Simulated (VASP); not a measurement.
# Si5S (P6/mmm) in VASP: notebook, part 2 of 2

VASP 6.6.1.

## (4) Relaxation of cell and atoms, PBE

This run uses another cell than the first one, of 16.27 Å³/atom, 0.998 times its volume.

INCAR

```
SYSTEM = Si5S
  PREC = Accurate
  ENCUT = 600
  EDIFF = 1E-7
  ISMEAR = 0
  SIGMA = 0.1
  LREAL = .FALSE.
  LASPH = .TRUE.
  NELM = 100
  ALGO = Normal
  ISIF = 3
  LWAVE = .FALSE.
  LCHARG = .FALSE.
  GGA = PE
  IBRION = 2
  NSW = 100
  EDIFFG = -0.01
```

KPOINTS

```
regular mesh
0
G
  12 12 8
  0 0 0
```

POSCAR

```
Si5S
1.0
    4.9018174615      0.0000000000      0.0000000000
   -2.4509087307      4.2450984464      0.0000000000
    0.0000000000      0.0000000000      4.6922320813
Si S
5 1
Direct
    0.3333333333      0.6666666667      0.0000000000
    0.6666666667      0.3333333333      0.0000000000
    0.5000000000      0.0000000000      0.5000000000
    0.5000000000      0.5000000000      0.5000000000
    0.0000000000      0.5000000000      0.5000000000
    0.0000000000      0.0000000000      0.0000000000
```

Potentials or basis: VASP PAW PBE potentials, release 64 (Si, S).

Launch:

```sh
> cat potpaw_PBE.64/Si/POTCAR potpaw_PBE.64/S/POTCAR > POTCAR
> mpirun -np 1 vasp_std > vasp.out
```

OUTCAR:

```text
SYSTEM = Si5S
   PREC = Accurate
   ENCUT = 600
   EDIFF = 1E-7
   ISMEAR = 0
   LREAL = .FALSE.
   LASPH = .TRUE.
   NELM = 100
   ISIF = 3
   GGA = PE
   IBRION = 2
   NSW = 100
   EDIFFG = -0.01

 ion  position               nearest neighbor table
   1  0.333  0.667  0.000-   3 2.74   3 2.74   5 2.74   5 2.74   4 2.74   4 2.74   6 2.83   2 2.83
                             2 2.83   6 2.83   6 2.83   2 2.83
   2  0.667  0.333  0.000-   3 2.74   3 2.74   5 2.74   5 2.74   4 2.74   4 2.74   6 2.83   1 2.83
                             1 2.83   6 2.83   6 2.83   1 2.83
   3  0.500  0.000  0.500-   4 2.45   4 2.45   5 2.45   5 2.45   1 2.74   2 2.74   1 2.74   2 2.74

   4  0.500  0.500  0.500-   3 2.45   3 2.45   5 2.45   5 2.45   1 2.74   2 2.74   1 2.74   2 2.74

   5  0.000  0.500  0.500-   4 2.45   4 2.45   3 2.45   3 2.45   1 2.74   2 2.74   1 2.74   2 2.74

   6  0.000  0.000  0.000-   1 2.83   2 2.83   1 2.83   2 2.83   2 2.83   1 2.83

  LATTYP: Found a hexagonal cell.
 ALAT       =     4.9018174615
 C/A-ratio  =     0.9572433323

  Lattice vectors:

 A1 = (   4.9018174615,   0.0000000000,   0.0000000000)
 A2 = (  -2.4509087307,   4.2450984464,   0.0000000000)
 A3 = (   0.0000000000,   0.0000000000,   4.6922320813)

Analysis of symmetry for initial positions (statically):
=====================================================================
 Subroutine PRICEL returns:
 Original cell was already a primitive cell.

 Routine SETGRP: Setting up the symmetry group for a
 hexagonal supercell.

 Subroutine GETGRP returns: Found 24 space group operations
 (whereof 24 operations were pure point group operations)
 out of a pool of 24 trial point group operations.

The static configuration has the point symmetry D_6h.

Analysis of symmetry for dynamics (positions and initial velocities):
=====================================================================
 Subroutine PRICEL returns:
 Original cell was already a primitive cell.

 Routine SETGRP: Setting up the symmetry group for a
[... 144 lines left out ...]
   LRPA    =     F    only Hartree local field effects (RPA)
 conjugate gradient relaxation of ions
 non-spin polarized calculation
 Gauss-broadening in eV      SIGMA  =   0.10
  energy-cutoff  :      600.00
  volume of cell :       97.64
 maximum number of plane-waves:      3283
 NGX is ok and might be reduce to    40
   NGX = 19   NGY = 19   NGZ = 19

--------------------------------------- Ionic step        1  -------------------------------------------

 number of electron      26.0000000 magnetization

 Free energy of the ion-electron system (eV)
  ---------------------------------------------------
  ext. energy  EPLUGINS =         0.00000000
  ---------------------------------------------------
  free energy    TOTEN  =       -27.71470418 eV

  energy without entropy =      -27.69954410  energy(sigma->0) =      -27.70712414

------------------------ aborting loop because EDIFF is reached ----------------------------------------

  FORCE on cell =-STRESS in cart. coord.  units (eV):
  Direction    XX          YY          ZZ          XY          YZ          ZX
  --------------------------------------------------------------------------------------
  -------------------------------------------------------------------------------------
  Total       -0.3465049     -0.3465049      0.4927625     -0.0000000     -0.0000000     -0.0000000
  in kB       -5.6858523     -5.6858523      8.0858154     -0.0000000     -0.0000000     -0.0000000
  external PRESSURE =      -1.0952964 kB  Pullay stress =       0.0000000 kB
[... 147 lines left out ...]
--------------------------------------- Ionic step        5  -------------------------------------------

 number of electron      26.0000000 magnetization

 Free energy of the ion-electron system (eV)
  ---------------------------------------------------
  ext. energy  EPLUGINS =         0.00000000
  ---------------------------------------------------
  free energy    TOTEN  =       -27.72059483 eV

  energy without entropy =      -27.70683637  energy(sigma->0) =      -27.71371560

 E-fermi :   8.0501     XC(G=0): -10.6297

 val. band max:        8.0303581192   @ k =   0.2500   0.0000   0.3750
 cond. band min:       8.0628560232   @ k =   0.2500   0.1667   0.2500
 fundamental gap:      0.0324979039
 Fermi energy:         8.0501107436

 k-point     1 :       0.0000    0.0000    0.0000
  band No.  band energies     occupation
      1      -6.2045      2.00000
      2      -2.9429      2.00000
      3       0.5588      2.00000
      4       1.5435      2.00000
      5       1.8167      2.00000
      6       2.4924      2.00000
[... 457 lines left out ...]
      4       0.5231      2.00000
      5       1.2670      2.00000
      6       2.9166      2.00000
[... 9 lines left out ...]
     16      10.1106      0.00000
     17      10.2108      0.00000

 [... further k-points ...]

------------------------ aborting loop because EDIFF is reached ----------------------------------------

  FORCE on cell =-STRESS in cart. coord.  units (eV):
  Direction    XX          YY          ZZ          XY          YZ          ZX
  --------------------------------------------------------------------------------------
  -------------------------------------------------------------------------------------
  Total        0.0017769      0.0017769     -0.0000441      0.0000000      0.0000000     -0.0000000
  in kB        0.0291033      0.0291033     -0.0007227      0.0000000      0.0000000     -0.0000000
  external PRESSURE =       0.0191613 kB  Pullay stress =       0.0000000 kB
[... 21 lines left out ...]
  FREE ENERGIE OF THE ION-ELECTRON SYSTEM (eV)
  ---------------------------------------------------
  free  energy   TOTEN  =       -27.7205948332 eV

  energy  without entropy=      -27.7068363714  energy(sigma->0) =      -27.71371560

 reached required accuracy - stopping structural energy minimisation
```

CONTCAR:

```text
Si5S
   1.00000000000000
     4.8737657248103066   -0.0000000000003320   -0.0000000000000000
    -2.4368828623557270    4.2208049298061567    0.0000000000000000
     0.0000000000000000   -0.0000000000000000    4.7551205258012770
  Si              S
     5     1
Direct
     0.3333333332999970    0.6666666667000030    0.0000000000000000
     0.6666666667000030    0.3333333332999970    0.0000000000000000
     0.5000000000000000    0.0000000000000000    0.5000000000000000
     0.5000000000000000    0.5000000000000000    0.5000000000000000
     0.0000000000000000    0.5000000000000000    0.5000000000000000
     0.0000000000000000    0.0000000000000000    0.0000000000000000

  0.00000000E+00  0.00000000E+00  0.00000000E+00
  0.00000000E+00  0.00000000E+00  0.00000000E+00
  0.00000000E+00  0.00000000E+00  0.00000000E+00
  0.00000000E+00  0.00000000E+00  0.00000000E+00
  0.00000000E+00  0.00000000E+00  0.00000000E+00
  0.00000000E+00  0.00000000E+00  0.00000000E+00
```

It took 11 min on 1 thread of Intel Xeon 6975P-C, shared host; peak memory 0.35 GiB.

Results:

```
Free energy                            : -27.7206 eV
Relaxed volume                         : 16.30 Å³/atom
Relaxed cell                           : a = 4.874 Å, b = 4.874 Å, c = 4.755 Å, α = 90.00°, β = 90.00°, γ = 120.00°
Space group after relaxing (to 0.05 Å) : P6/mmm (No. 191)
Energy gained by relaxing              : 1.0 meV/atom
Ionic steps                            : 5
Pressure after relaxing                : 0.0 GPa
Band gap on the k mesh                 : zero (band 13 reaches 10.18 eV, above the bottom of band 14 at 5.75 eV)
```

The path:
```tsv
step	energy change (eV)	largest force (eV/Å)	pressure (GPa)	volume (Å³)
1	0.0000	0.0000	-0.11	97.64
2	-0.0033	0.0000	0.11	97.48
3	-0.0050	0.0000	0.41	97.27
4	-0.0059	0.0000	-0.08	97.93
5	-0.0059	0.0000	0.00	97.82
```

Final structure:
```xyz
6
Lattice="4.8738 0.0000 0.0000 -2.4369 4.2208 0.0000 0.0000 0.0000 4.7551" Properties=species:S:1:pos:R:3 pbc="T T T"
Si    0.0000    2.8139    0.0000
Si    2.4369    1.4069    0.0000
Si    2.4369    0.0000    2.3776
Si    1.2184    2.1104    2.3776
Si   -1.2184    2.1104    2.3776
S     0.0000    0.0000    0.0000
```

## (5) Overview

```csv
task,cell,k mesh,cutoff (eV),gap on the mesh (eV),pressure (GPa),relaxed volume (Å³/atom)
single point,"a = 4.874, b = 4.874, c = 4.755 Å, angles 90.0, 90.0, 120.0°, 6 atoms",12 × 12 × 8,520,none,0.0,-
relaxation of cell and atoms,"relaxed from a = 5.423, b = 5.423, c = 4.214 Å, angles 90.0, 90.0, 120.0°, 6 atoms",6 × 6 × 4,600,none,0.1,16.56
relaxation of cell and atoms,"relaxed from a = 4.902, b = 4.902, c = 4.692 Å, angles 90.0, 90.0, 120.0°, 6 atoms",12 × 12 × 8,600,none,0.0,16.30
```

Alike in all rows: level PBE; potentials or basis VASP PAW PBE potentials, release 64 (Si, S); no spin polarisation; smearing gaussian 0.1 eV.

Caveats: some runs use coarse meshes.

Total energies depend on the potentials used, so only differences within one code and one set of settings carry meaning.
